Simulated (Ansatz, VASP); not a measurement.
# Sr: VASP beside Ansatz

```
Sr
1.0
     4.35648    0.00000    0.00000
    -2.17824    3.77282    0.00000
     0.00000    0.00000   14.25616
Sr
4
Direct
  0.00000 0.00000 0.00000
  0.00000 0.00000 0.50000
  0.33333 0.66667 0.25000
  0.66667 0.33333 0.75000
```

Alike in both runs: task single point; functional PBEsol; k mesh 10 × 10 × 3; occupations fermi-dirac, width 0.1 eV; no spin polarisation.

|  | VASP | Ansatz |
| --- | --- | --- |
| version | VASP 6.6.1 | Ansatz 0.2.0 |
| potentials or method | VASP PAW PBE potentials, release 64 (Sr_sv), cutoff 520 eV | plane waves (420 eV) with PAW, scalar-relativistic |
| valence electrons in the cell | 40 | 40 |

|  | VASP | Ansatz | Ansatz less VASP |
| --- | --- | --- | --- |
| pressure (GPa) | -1.2 | -1.2 | -0.01 |

VASP's potentials were made for PBE, not for PBEsol, and Ansatz warns of the same on its side. With one functional, cell and mesh, what is left measures potentials, basis and numerics.
